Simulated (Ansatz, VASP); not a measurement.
# One calculation of Ga4As3N, two programs

```
CELL_PARAMETERS angstrom
3.65279 0.00000 0.00000
0.00000 3.65279 0.00000
0.00000 0.00000 10.85852
ATOMIC_POSITIONS crystal
Ga 0.00000 0.00000 0.17927
Ga 0.50000 0.50000 0.50000
Ga 0.00000 0.00000 0.82073
Ga 0.50000 0.50000 0.00000
As 0.50000 0.50000 0.23324
As 0.00000 0.00000 0.50000
As 0.50000 0.50000 0.76676
N 0.00000 0.00000 0.00000
```

Alike in both runs: functional PBE; k mesh 10 × 10 × 4; occupations gaussian, width 0.1 eV; no spin polarisation.

Ansatz relaxed the structure, and its values are those at the end. VASP's run is a single point on that final structure, the one shown.

```csv
,VASP,Ansatz
version,VASP 6.6.1,Ansatz 0.2.0
potentials or method,"VASP PAW PBE potentials, release 64 (Ga_d, As, N), cutoff 520 eV","scalar-relativistic, plane waves, PAW"
valence electrons in the cell,72,102
```

```csv
,VASP,Ansatz,Ansatz less VASP
gap on the k mesh at the Fermi level (eV),none,none,-
pressure (GPa),0.2,0.0,-0.20
rms of the force components (eV/Å),0.008,0.000,-0.0076
```

A gap of «none» marks a metal or a gap that the smearing closes. VASP's potentials hold 72 valence electrons a cell and Ansatz's 102, so a difference there can come from the potentials and not from the codes.
